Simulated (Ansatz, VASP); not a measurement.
# Two plane-wave programs on HfO2

```xyz
3
Lattice="0.0000 2.2602 2.2602 2.2602 0.0000 2.2602 2.2602 2.2602 0.0000" Properties=species:S:1:pos:R:3 pbc="T T T"
Hf    0.0000    0.0000    0.0000
O     1.1301    1.1301    1.1301
O     3.3903    3.3903    3.3903
```

Change from the starting cell: volume scaled by 0.72, PAW files, source ansatz.

Alike in both runs: task single point; functional PBEsol; k mesh 11 × 11 × 11; occupations fermi-dirac, width 0.1 eV; no spin polarisation.

```csv
,VASP,Ansatz
version,VASP 6.6.1,Ansatz 0.2.0
potentials or method,"VASP PAW PBE potentials, release 64 (Hf_pv, O)","PAW with other files of Ansatz's library (source ansatz), scalar-relativistic"
plane-wave cutoff (eV),520,930
valence electrons in the cell,22,38
```

|  | VASP | Ansatz | Ansatz less VASP |
| --- | --- | --- | --- |
| gap on the k mesh at the Fermi level (eV) | 4.40 | 4.20 | -0.198 |
| pressure (GPa) | 166.9 | 173.2 | +6.33 |

VASP's potentials were made for PBE, not for PBEsol. Both programs put the cell under a high pressure, so it lies far from rest at this level. With one functional, cell and mesh, what is left measures potentials, basis and numerics. VASP's potentials hold 22 valence electrons a cell and Ansatz's 38, so a difference there can come from the potentials and not from the codes.

Neither program's run includes spin-orbit coupling. Noted on VASP's run: the cell as given lies far from equilibrium.
